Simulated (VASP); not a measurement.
Write the native input for VASP 6.6.1 that does the following.

| Property | Result |
| --- | --- |
| Task | single point |
| Functional | PBEsol |
| Dispersion | D3(BJ) |
| Potentials or basis | VASP PAW PBE potentials, release 64 (As) |
| Cutoff | 520 eV |
| k mesh | 16 × 16 × 16 |
| Occupations | gaussian, width 0.1 eV |
| Spin | no spin polarisation |
| Dipole correction | no |
| Further INCAR settings | ALGO = Normal; EDIFF = 1e-06; NBANDS = 8 |

The structure of As lies in POSCAR:

```
As
1.0
    2.6553780058      0.0000000000      0.0000000000
    0.0000000000      2.6553780058      0.0000000000
    0.0000000000      0.0000000000      2.6553796518
As
1
Direct
    0.0000000000      0.0000000000      0.0000000000
```

This isn't the form of As at room conditions, which is rhombohedral.

One way to write it, as run:

INCAR

```
SYSTEM = As
ALGO = Normal
EDIFF = 1E-6
ENCUT = 520
GGA = PS
ISIF = 2
ISMEAR = 0
IVDW = 12
LASPH = .TRUE.
LCHARG = .TRUE.
LELF = .TRUE.
LREAL = .FALSE.
LVHAR = .TRUE.
LWAVE = .FALSE.
NBANDS = 8
NELM = 60
PREC = Accurate
SIGMA = 0.1
```

KPOINTS

```
k-points
0
G
  16 16 16
  0 0 0
```

Potentials or basis: VASP PAW PBE potentials, release 64 (As).

The run is started by

```bash
$ cat potpaw_PBE.64/As/POTCAR > POTCAR
$ mpirun -np 1 vasp_std > vasp.out
```

It gave:

The pressure is 0.4 GPa, the band gap on the k mesh is zero (an odd number of electrons rules out a gap without spin polarisation) and the dispersion energy per atom is -0.423 eV.

Caveat: the PAW data sets were made with another functional, which shifts forces and pressure a little.

Run time: 14 s on 1 thread of Intel Xeon 8259CL (shared host), peak memory 0.15 GiB.
